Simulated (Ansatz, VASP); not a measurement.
# Te2Mo in VASP and in Ansatz

INCAR

```
SYSTEM = Te2Mo
PREC = Accurate
ENCUT = 520
EDIFF = 1E-7
ISMEAR = 0
SIGMA = 0.05
LREAL = .FALSE.
LASPH = .TRUE.
NELM = 80
ALGO = Normal
ISIF = 2
LWAVE = .FALSE.
LCHARG = .TRUE.
GGA = PE
IVDW = 12
LELF = .TRUE.
LVHAR = .TRUE.
NBANDS = 20
```

The input KPOINTS:

```
Automatic mesh
0
G
  9 9 4
  0 0 0
```

Contents of POSCAR:

```
Te2Mo
1.0
    3.4544397769      0.0000000000      0.0000000000
   -1.7272198885      2.9916326026      0.0000000000
    0.0000000000      0.0000000000      7.8022067897
Te Mo
2 1
Direct
    0.3247932314      0.6495864627      0.7614144829
    0.3418734353      0.6837468706      0.2385855171
    0.0000000000      0.0000000000      0.0000000000
```

Input for Ansatz:

```yaml
crystal:
  lattice:
    - [3.4544397769, 0.0, 0.0]
    - [-1.7272198885, 2.9916326026, 0.0]
    - [0.0, 0.0, 7.8022067897]
  atoms:
    - { symbol: Te, position: [0.3247932314, 0.6495864627, 0.7614144829] }
    - { symbol: Te, position: [0.3418734353, 0.6837468706, 0.2385855171] }
    - { symbol: Mo, position: [0.0, 0.0, 0.0] }
basis:
  ecutwfc: 420
kpoints:
  mp_grid: { grid: [9, 9, 4] }
hamiltonian:
  xc: pbe
  dispersion: d3bj
scf:
  occupations: { method: gaussian, width: 0.05 }
output:
  forces: true
  stress: true
  eigenvalues: true
```

Change from the starting cell: mode 5 frozen in at -0.052 Å, strain +e along z and -e/2 along x and y +0.0233.

Alike in both runs: task single point; functional PBE; dispersion D3(BJ); k mesh 9 × 9 × 4; occupations gaussian, width 0.05 eV; no spin polarisation.

|  | VASP | Ansatz |
| --- | --- | --- |
| version | VASP 6.6.1 | Ansatz 0.2.0 |
| potentials or method | VASP PAW PBE potentials, release 64 (Te, Mo_sv), cutoff 520 eV | scalar-relativistic, plane waves, PAW |
| valence electrons in the cell | 26 | 46 |

```csv
,VASP,Ansatz,Ansatz less VASP
gap on the k mesh at the Fermi level (eV),0.89,0.88,-0.003
least direct gap on the mesh (eV),1.29,1.29,-0.001
pressure (GPa),-0.4,-0.4,-0.01
"traceless stress, the component that is largest in VASP (GPa)",-2.33,-2.39,-0.052
rms of the force components (eV/Å),0.195,0.199,+0.0036
```

Atom by atom the forces differ by 0.005 eV/Å (rms over components). VASP's potentials hold 26 valence electrons a cell and Ansatz's 46, so a difference there can come from the potentials and not from the codes.

Neither program's run includes spin-orbit coupling.
